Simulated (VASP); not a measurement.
Sn, 1 atom in the cell. It takes space group I4/mmm (No. 139, tetragonal). Conventional cell: a = 3.789 Å, b = 3.789 Å, c = 4.092 Å, α = 90.00°, β = 90.00°, γ = 90.00°. Sn (site symmetry 4/mmm) has 14 Sn at 3.37 to 4.09 Å within 4.4 Å.  This cell differs from its parent crystal: strain +0.000 along x and y, +0.080 along z.

| Item | Value |
| --- | --- |
| Program | VASP 6.6.1 |
| Task | single point |
| Functional | PBEsol |
| Potentials or basis | VASP PAW PBE potentials, release 64 (Sn_d) |
| Cutoff | 520 eV |
| k mesh | 18 × 18 × 18 |
| Occupations | gaussian, width 0.15 eV |
| Spin | no spin polarisation |
| Dipole correction | no |
| Further INCAR settings | ALGO = Fast; EDIFF = 1e-07; NBANDS = 13 |

Potentials or basis: VASP PAW PBE potentials, release 64 (Sn_d).

Launch:

```sh
$ cat potpaw_PBE.64/Sn_d/POTCAR > POTCAR
$ mpirun -np 1 vasp_std > vasp.out
```

Hardware: 1 thread of Intel(R) Xeon(R) 6975P-C (Granite Rapids), with other jobs on the host.

Q: Estimate the wall time of this run.

A: Wall time 94 s on 1 thread of Intel(R) Xeon(R) 6975P-C (Granite Rapids), on a shared host, peak memory 0.29 GiB. Counts: scf iterations 15, k points 480.
